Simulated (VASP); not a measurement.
The system is Si.

```xyz
3
Lattice="5.0967 0.0000 0.0000 -2.5483 4.4138 0.0000 0.0000 0.0000 3.1245" Properties=species:S:1:pos:R:3 pbc="T T T"
Si    0.0000    0.0000    0.0000
Si    0.0000    2.9426    1.5622
Si    2.5483    1.4713    1.5622
```

This isn't the form of Si at room conditions, which is diamond.

- Program: VASP 6.6.1
- Task: relaxation of cell and atoms
- Functional: PBE
- Potentials or basis: VASP PAW PBE potentials, release 64 (Si)
- Cutoff: 600 eV
- k mesh: 6 × 6 × 6
- Occupations: gaussian, width 0.1 eV
- Spin: no spin polarisation

At the start: pressure -15.0 GPa; volume 23.43 Å³/atom.

Task: Where does the relaxation end?

Result: Over 9 steps the energy falls by 656.1 meV/atom and the volume is 14.72 Å³/atom (-37.2 %); space group P6/mmm (No. 191, to 0.1 Å) before and after.

Step by step:
| step | energy change (eV) | largest force (eV/Å) | pressure (GPa) | volume (Å³) |
| --- | --- | --- | --- | --- |
| 1 | 0.0000 | 0.0000 | -14.97 | 70.29 |
| 2 | -1.6698 | 0.0000 | -8.18 | 50.27 |
| 3 | -1.8756 | 0.0000 | -0.46 | 44.55 |
| 4 | -1.8792 | 0.0000 | 1.46 | 43.66 |
| 5 | -1.8627 | 0.0000 | 6.12 | 42.12 |
| 6 | -1.9567 | 0.0000 | 2.64 | 42.93 |
| 7 | -1.9570 | 0.0000 | 2.77 | 42.88 |
| 8 | -1.9677 | 0.0000 | -0.59 | 44.43 |
| 9 | -1.9682 | 0.0000 | -0.02 | 44.15 |

Final structure:
```cif
data_structure
_symmetry_space_group_name_H-M 'P 1'
_symmetry_Int_Tables_number 1
_cell_length_a 4.5006
_cell_length_b 4.5006
_cell_length_c 2.5169
_cell_angle_alpha 90.000
_cell_angle_beta 90.000
_cell_angle_gamma 120.000
_cell_volume 44.15
loop_
_atom_site_label
_atom_site_type_symbol
_atom_site_fract_x
_atom_site_fract_y
_atom_site_fract_z
_atom_site_occupancy
Si1 Si 0.00000 0.00000 0.00000 1
Si2 Si 0.33333 0.66667 0.50000 1
Si3 Si 0.66667 0.33333 0.50000 1
```

Caveat: the volume moved by over 15 % at a fixed basis, so the end points are rough.
